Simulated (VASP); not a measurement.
Set up this calculation in VASP 6.6.1, as the native input.

- Task: single point
- Functional: PBE
- Potentials or basis: VASP PAW PBE potentials, release 64 (Cl, I, Na_pv)
- Cutoff: 520 eV
- k mesh: 6 × 6 × 6
- Occupations: fermi-dirac, width 0.02 eV
- Spin: no spin polarisation
- Dipole correction: no
- Further INCAR settings: ALGO = Normal; EDIFF = 1e-07; NBANDS = 22

The structure of Na2ICl lies in POSCAR:

```
Na2ICl
1.0
    2.1629158114      1.2487600259      7.0848543856
   -2.1629158114      1.2487600259      7.0848543856
    0.0000000000     -2.4975200519      7.0848543856
Cl I Na
1 1 2
Direct
    1.0000000000      0.0000000000      0.0000000000
    0.5000000000      0.5000000000      0.5000000000
    0.2600070045      0.2600070045      0.2600070045
    0.7399929955      0.7399929955      0.7399929955
```

One way to write it, as run:

INCAR

```
ALGO = Normal
EDIFF = 1E-7
ENCUT = 520
GGA = PE
ISIF = 2
ISMEAR = -1
LASPH = True
LCHARG = True
LELF = True
LREAL = False
LVHAR = True
LWAVE = False
NBANDS = 22
NELM = 100
PREC = Accurate
SIGMA = 0.02
```

KPOINTS

```
k-points
0
Gamma
  6 6 6
```

Potentials or basis: VASP PAW PBE potentials, release 64 (Cl, I, Na_pv).

Launch:

```console
$ cat potpaw_PBE.64/Cl/POTCAR potpaw_PBE.64/I/POTCAR potpaw_PBE.64/Na_pv/POTCAR > POTCAR
$ mpirun -np 1 vasp_std > vasp.out
```

It gave:

```yaml
Pressure: 0.0 GPa
Band_gap_on_the_k_mesh: 3.13 eV
```

Caveat: spin-orbit coupling is left out, which moves the levels of the heavy elements.

It took 3.1 min on 1 thread of Intel(R) Xeon(R) Platinum 8259CL CPU @ 2.50GHz (Skylake/Cascade Lake), on a shared host, peak memory 0.43 GiB.
